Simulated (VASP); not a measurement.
Write the native input for VASP 6.6.1 that does the following.

```
Task                   : single point
Functional             : PBE
Potentials or basis    : VASP PAW PBE potentials, release 64 (Pt)
Cutoff                 : 520 eV
k mesh                 : 12 × 12 × 15
Occupations            : gaussian, width 0.1 eV
Spin                   : no spin polarisation
Dipole correction      : no
Further INCAR settings : ALGO = Fast; EDIFF = 1e-06; NBANDS = 11
```

The structure of Pt lies in POSCAR:

```
Pt
1.0
    2.8545944761     -0.0000000030      0.0001733079
   -1.4272972407      2.4721513384      0.0000000000
    1.4274336351      0.8241291934      2.2478801087
Pt
1
Direct
    0.0000000000      0.0000000000      0.0000000000
```

These files were run (other wordings do the same):

INCAR

```
PREC     = Accurate       # precision mode
ENCUT    = 520            # plane-wave cutoff, eV
EDIFF    = 1E-6           # SCF threshold, eV
ISMEAR   = 0              # smearing method
SIGMA    = 0.1            # smearing width, eV
LREAL    = False          # projectors in reciprocal space
LASPH    = True           # aspherical terms in the spheres
NELM     = 80             # most SCF steps
ALGO     = Fast           # electronic algorithm
ISIF     = 2              # what is computed and relaxed
LWAVE    = False          # write WAVECAR
LCHARG   = False          # write CHGCAR
GGA      = PE             # functional
NBANDS   = 11             # bands
```

KPOINTS

```
Automatic mesh
0
Gamma
  12 12 15
```

Potentials or basis: VASP PAW PBE potentials, release 64 (Pt).

The run is started by

```sh
$ cat potpaw_PBE.64/Pt/POTCAR > POTCAR
$ mpirun -np 1 vasp_std > vasp.out
```

It gave:

* Pressure: -3.4 GPa
* Band gap on the k mesh: zero (bands 5 and 6 overlap by 2.17 eV)

Caveat: the cell stands under tension; spin-orbit coupling is left out, which moves the levels of the heavy elements.

Wall time 62 s on 1 thread of Intel(R) Xeon(R) Platinum 8259CL CPU @ 2.50GHz (Skylake/Cascade Lake), with other jobs on the host, peak memory 0.23 GiB.
